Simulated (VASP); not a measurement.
Input of a VASP 6.6.1 run:

Contents of INCAR:

```
ALGO = Normal ; EDIFF = 1E-6
ENCUT = 520 ; GGA = PE
ISIF = 2 ; ISMEAR = 0
LASPH = T ; LCHARG = F
LREAL = F ; LWAVE = F
NBANDS = 25 ; NELM = 60
PREC = Accurate ; SIGMA = 0.028999999999999998
```

Contents of KPOINTS:

```
k-points
0
Gamma
  10 10 5
```

File POSCAR:

```
CuO
1.0
    2.3418500000     -1.7113000000      0.0000000000
    2.3418500000      1.7113000000      0.0000000000
   -0.8500274268      0.0000000000      5.0578693947
Cu O
2 2
Direct
    0.5000000000      0.0000000000      0.5000000000
    0.0000000000      0.5000000000      0.0000000000
    0.4184000000      0.5816000000      0.7500000000
    0.5816000000      0.4184000000      0.2500000000
```

Potentials or basis: VASP PAW PBE potentials, release 64 (Cu, O).

The run is started by

```bash
$ cat potpaw_PBE.64/Cu/POTCAR potpaw_PBE.64/O/POTCAR > POTCAR
$ mpirun -np 1 vasp_std > vasp.out
```

(1) What does it give for the band gap on the k mesh?

(2) Estimate the pressure.

(3) Predict the largest force.

Answers

(1) zero (bands 17 and 18 overlap by 0.60 eV).

(2) 6.4 GPa.

(3) 0.218 eV/Å.

Caveat: the cell stands under pressure; semilocal functionals often make such compounds metallic where correlation or magnetic order opens a gap, which also shifts bond lengths.
